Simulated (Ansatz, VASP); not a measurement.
One calculation of W4C5, two programs

INCAR

```
  PREC = Accurate
  ENCUT = 520
  EDIFF = 1E-6
  ISMEAR = 0
  SIGMA = 0.1
  LREAL = F
  LASPH = T
  NELM = 100
  ALGO = Normal
  ISIF = 2
  LWAVE = F
  LCHARG = F
  LDIPOL = T
  IDIPOL = 3
  DIPOL = 0.5 0.5 0.500
  GGA = PE
  NBANDS = 48
```

File KPOINTS:

```
Automatic mesh
0
Gamma
  12 12 1
```

File POSCAR:

```
W4C5
1.0
    2.9217712068      0.0000000000      0.0000000000
   -1.4608856034      2.5303280892      0.0000000000
    0.0000000000      0.0000000000     26.3883078636
C W
5 4
Direct
    0.6666666667      0.3333333333      0.2842167841
    0.6666666667      0.3333333333      0.3921083921
    0.6666666667      0.3333333333      0.5000000000
    0.6666666667      0.3333333333      0.6078916079
    0.6666666667      0.3333333333      0.7157832159
    0.0000000000      0.0000000000      0.3381625881
    0.0000000000      0.0000000000      0.4460541960
    0.0000000000      0.0000000000      0.5539458040
    0.0000000000      0.0000000000      0.6618374119
```

Input for Ansatz:

```yaml
crystal:
  lattice:
    - [2.9217712068, 0.0, 0.0]
    - [-1.4608856034, 2.5303280892, 0.0]
    - [0.0, 0.0, 26.3883078636]
  atoms:
    - { symbol: C, position: [0.6666666667, 0.3333333333, 0.2842167841] }
    - { symbol: W, position: [0.0, 0.0, 0.3381625881] }
    - { symbol: C, position: [0.6666666667, 0.3333333333, 0.3921083921] }
    - { symbol: W, position: [0.0, 0.0, 0.446054196] }
    - { symbol: C, position: [0.6666666667, 0.3333333333, 0.5] }
    - { symbol: W, position: [0.0, 0.0, 0.553945804] }
    - { symbol: C, position: [0.6666666667, 0.3333333333, 0.6078916079] }
    - { symbol: W, position: [0.0, 0.0, 0.6618374119] }
    - { symbol: C, position: [0.6666666667, 0.3333333333, 0.7157832159] }
  periodic: [true, true, false]
basis:
  ecutwfc: 420
kpoints:
  mp_grid: { grid: [12, 12, 1] }
hamiltonian:
  xc: pbe
scf:
  occupations: { method: gaussian, width: 0.1 }
output:
  forces: true
  stress: true
  eigenvalues: true
```

Alike in both runs: task single point; functional PBE; k mesh 12 × 12 × 1; occupations gaussian, width 0.1 eV; no spin polarisation.

```csv
,VASP,Ansatz
version,VASP 6.6.1,Ansatz 0.2.0
potentials or method,"VASP PAW PBE potentials, release 64 (C, W_sv), cutoff 520 eV","scalar-relativistic, plane waves, PAW"
valence electrons in the cell,76,76
```

```tsv
	VASP	Ansatz	Ansatz less VASP
gap on the k mesh at the Fermi level (eV)	none	none	-
rms of the force components (eV/Å)	1.964	1.969	+0.0053
```

A gap of «none» marks a metal or a gap that the smearing closes. Ansatz's warnings: slab cell height set.

Spin-orbit coupling is off throughout.
